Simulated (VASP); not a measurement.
MgO, 2 atoms in the cell. The structure is cubic, space group Fm-3m (No. 225). Conventional cell: a = 4.161 Å, b = 4.161 Å, c = 4.161 Å, α = 90.00°, β = 90.00°, γ = 90.00°. Mg (site symmetry m-3m) has 6 O at 2.08 Å within 2.8 Å. O (site symmetry m-3m) has 6 Mg at 2.08 Å within 2.8 Å. 

| Property | Result |
| --- | --- |
| Program | VASP 6.6.1 |
| Task | single point |
| Functional | LDA |
| Potentials or basis | VASP PAW LDA potentials, release 64 (Mg, O) |
| Cutoff | 520 eV |
| k mesh | 11 × 11 × 11 |
| Occupations | fermi-dirac, width 0.05 eV |
| Spin | no spin polarisation |
| Dipole correction | no |
| Further INCAR settings | ALGO = Normal; EDIFF = 1e-07; NBANDS = 11 |

Potentials or basis: VASP PAW LDA potentials, release 64 (Mg, O).

Launch:

```console
$ cat potpaw_LDA.64/Mg/POTCAR potpaw_LDA.64/O/POTCAR > POTCAR
$ mpirun -np 1 vasp_std > vasp.out
```

Hardware: 1 thread of Intel(R) Xeon(R) Platinum 8259CL CPU @ 2.50GHz (Skylake/Cascade Lake), on a shared host.

Task: How long does it take, and how much memory?

Result: Run time: 7.5 s on 1 thread of Intel(R) Xeon(R) Platinum 8259CL CPU @ 2.50GHz (Skylake/Cascade Lake), with other jobs on the host, peak memory 0.13 GiB. Counts: scf iterations 12, k points 56.
